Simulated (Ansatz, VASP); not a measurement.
**One calculation of Sr2VNiO6, two programs**

Contents of INCAR:

```
  PREC = Accurate
  ENCUT = 520
  EDIFF = 1E-6
  ISMEAR = -1
  SIGMA = 0.1
  LREAL = F
  LASPH = T
  NELM = 80
  ALGO = Normal
  ISIF = 2
  LWAVE = F
  LCHARG = F
  GGA = PE
  NBANDS = 50
```

KPOINTS

```
regular mesh
0
Gamma
  5 5 5
```

The input POSCAR:

```
Sr2VNiO6
1.0
    0.0000000000      5.5436650000      0.0000000000
    5.5436650000      0.0000000000      0.0000000000
    2.7718320000      2.7718320000     -3.9469840000
O V Sr Ni
6 1 2 1
Direct
    0.2270000000      0.2890000000      0.0000000000
    0.2890000000      0.7730000000      0.0000000000
    0.7730000000      0.7110000000      0.0000000000
    0.7110000000      0.2270000000      0.0000000000
    0.2550000000      0.2550000000      0.4900000000
    0.7450000000      0.7450000000      0.5100000000
    0.5000000000      0.5000000000      0.0000000000
    0.7500000000      0.2500000000      0.5000000000
    0.2500000000      0.7500000000      0.5000000000
    0.0000000000      0.0000000000      0.0000000000
```

Input for Ansatz:

```yaml
crystal:
  lattice:
    - [0.0, 5.543665, 0.0]
    - [5.543665, 0.0, 0.0]
    - [2.771832, 2.771832, -3.946984]
  atoms:
    - { symbol: O, position: [0.227, 0.289, 0.0] }
    - { symbol: O, position: [0.289, 0.773, 0.0] }
    - { symbol: O, position: [0.773, 0.711, 0.0] }
    - { symbol: O, position: [0.711, 0.227, 0.0] }
    - { symbol: O, position: [0.255, 0.255, 0.49] }
    - { symbol: O, position: [0.745, 0.745, 0.51] }
    - { symbol: V, position: [0.5, 0.5, 0.0] }
    - { symbol: Sr, position: [0.75, 0.25, 0.5] }
    - { symbol: Sr, position: [0.25, 0.75, 0.5] }
    - { symbol: Ni, position: [0.0, 0.0, 0.0] }
  symmetry: { tolerance: 0.0003 }
kpoints:
  mp_grid: { grid: [5, 5, 5], shift: [0, 0, 0] }
magnetization:
  spin_polarized: false
scf:
  occupations: { method: fermi_dirac }
hamiltonian:
  pseudopotentials: { kind: paw }
  xc: pbe
basis:
  ecutwfc: 420
output:
  forces: true
  stress: true
  eigenvalues: true
```

Alike in both runs: task single point; functional PBE; k mesh 5 × 5 × 5; no spin polarisation.

```csv
,VASP,Ansatz
version,VASP 6.6.1,Ansatz 0.2.0
potentials or method,"VASP PAW PBE potentials, release 64 (O, V_sv, Sr_sv, Ni), cutoff 520 eV",PAW plane waves
occupations,"fermi-dirac, width 0.1 eV",fermi-dirac
valence electrons in the cell,79,87
```

VASP gave:

```
gap on the k mesh at the Fermi level (eV)                     : none
pressure (GPa)                                                : -7.6
traceless stress, the component that is largest in VASP (GPa) : 0.36
rms of the force components (eV/Å)                            : 0.073
```

Q: Estimate Ansatz's values.

A: gap on the k mesh at the Fermi level (eV): none; pressure (GPa): -8.3; traceless stress, the component that is largest in VASP (GPa): 0.32; rms of the force components (eV/Å): 0.066.

Atom by atom the forces differ by 0.008 eV/Å (rms over components). A gap of «none» marks a metal or a gap that the smearing closes. VASP's potentials hold 79 valence electrons a cell and Ansatz's 87, so a difference there can come from the potentials and not from the codes.
